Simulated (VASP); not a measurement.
Set up this calculation in VASP 6.6.1, as the native input.

| Quantity | Value |
| --- | --- |
| Task | single point |
| Functional | PBE |
| Potentials or basis | VASP PAW PBE potentials, release 64 (Na_pv, Zr_sv) |
| Cutoff | 520 eV |
| k mesh | 10 × 10 × 10 |
| Occupations | gaussian, width 0.1 eV |
| Spin | no spin polarisation |
| Dipole correction | no |
| Further INCAR settings | ALGO = Fast; EDIFF = 1e-06; NBANDS = 30 |

The structure of NaZr3 lies in POSCAR:

```
NaZr3
1.0
    4.5345995083      0.0000000000      0.0000000000
    0.0000000000      4.5345995083      0.0000000000
    0.0000000000      0.0000000000      4.5345995083
Na Zr
1 3
Direct
    0.0000000000      0.0000000000      0.0000000000
    0.0000000000      0.5000000000      0.5000000000
    0.5000000000      0.0000000000      0.5000000000
    0.5000000000      0.5000000000      0.0000000000
```

One way to write it, as run:

INCAR

```
SYSTEM = NaZr3
PREC = Accurate
ENCUT = 520
EDIFF = 1E-6
ISMEAR = 0
SIGMA = 0.1
LREAL = .FALSE.
LASPH = .TRUE.
NELM = 80
ALGO = Fast
ISIF = 2
LWAVE = .FALSE.
LCHARG = .FALSE.
GGA = PE
NBANDS = 30
```

KPOINTS

```
regular mesh
0
G
  10 10 10
  0 0 0
```

Potentials or basis: VASP PAW PBE potentials, release 64 (Na_pv, Zr_sv).

Command:

```sh
$ cat potpaw_PBE.64/Na_pv/POTCAR potpaw_PBE.64/Zr_sv/POTCAR > POTCAR
$ mpirun -np 1 vasp_std > vasp.out
```

It gave:

```json
{"Pressure": "0.0 GPa", "Band gap on the k mesh": "zero (an odd number of electrons rules out a gap without spin polarisation)"}
```

It took 5.2 min on 1 thread of Intel(R) Xeon(R) Platinum 8259CL CPU @ 2.50GHz (Skylake/Cascade Lake) (shared host), peak memory 0.28 GiB.
